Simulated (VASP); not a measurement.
Write the native input for VASP 6.6.1 that does the following.

```yaml
Task: single point
Functional: PBE
Potentials_or_basis: VASP PAW PBE potentials, release 64 (B)
Cutoff: 520 eV
k_mesh: 27 × 27 × 27
Occupations: fermi-dirac, width 0.1 eV
Spin: no spin polarisation
Dipole_correction: no
Further_INCAR_settings: ALGO = Normal; EDIFF = 1e-07; NBANDS = 8
```

The structure of B lies in POSCAR:

```
B
1.0
   -0.9664153699      0.9664153699      0.9664153699
    0.9664153699     -0.9664153699      0.9664153699
    0.9664153699      0.9664153699     -0.9664153699
B
1
Direct
    0.0000000000      0.0000000000      0.0000000000
```

One way to write it, as run:

INCAR

```
  PREC = Accurate
  ENCUT = 520
  EDIFF = 1E-7
  ISMEAR = -1
  SIGMA = 0.1
  LREAL = F
  LASPH = T
  NELM = 100
  ALGO = Normal
  ISIF = 2
  LWAVE = F
  LCHARG = F
  GGA = PE
  NBANDS = 8
```

KPOINTS

```
regular mesh
0
Gamma
  27 27 27
```

Potentials or basis: VASP PAW PBE potentials, release 64 (B).

Launch:

```console
$ cat potpaw_PBE.64/B/POTCAR > POTCAR
$ mpirun -np 1 vasp_std > vasp.out
```

It gave:

```json
{"Pressure": "330.3 GPa"}
```

It took 4 s on 1 thread of Intel Xeon 6975P-C, on a shared host, peak memory 0.11 GiB.
